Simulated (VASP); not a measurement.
A run of VASP 6.6.1 is set up as follows.

The input INCAR:

```
SYSTEM = GaN
PREC = Accurate ; ENCUT = 520
EDIFF = 1E-6 ; ISMEAR = 0
SIGMA = 0.02 ; LREAL = .False.
LASPH = .True. ; NELM = 100
ALGO = Normal ; ISIF = 2
LWAVE = .False. ; LCHARG = .False.
GGA = PS ; NBANDS = 16
```

File KPOINTS:

```
Automatic mesh
0
Gamma
  10 10 10
  0 0 0
```

File POSCAR:

```
GaN
1.0
    0.0000000000      2.2877763517      2.2877763517
    2.3553813700      0.0000000000      2.2877763517
    2.3553813700      2.2877763517      0.0000000000
Ga N
1 1
Direct
    0.0000000000      0.0000000000      0.0000000000
    0.7500000000      0.7500000000      0.7500000000
```

Potentials or basis: VASP PAW PBE potentials, release 64 (Ga_d, N).

Command:

```sh
$ cat potpaw_PBE.64/Ga_d/POTCAR potpaw_PBE.64/N/POTCAR > POTCAR
$ mpirun -np 1 vasp_std > vasp.out
```

Problem. Estimate the pressure.

Solution. -12.8 GPa.

Problem. Estimate the band gap on the k mesh.

Solution. 1.16 eV, direct.

Stress tensor (GPa, compression positive):
```
-15.44   0.00   0.00
  0.00 -11.48   0.00
  0.00   0.00 -11.48
```

Caveat: the cell differs from its parent crystal (strained); the PAW data sets were made with another functional, which shifts forces and pressure a little.
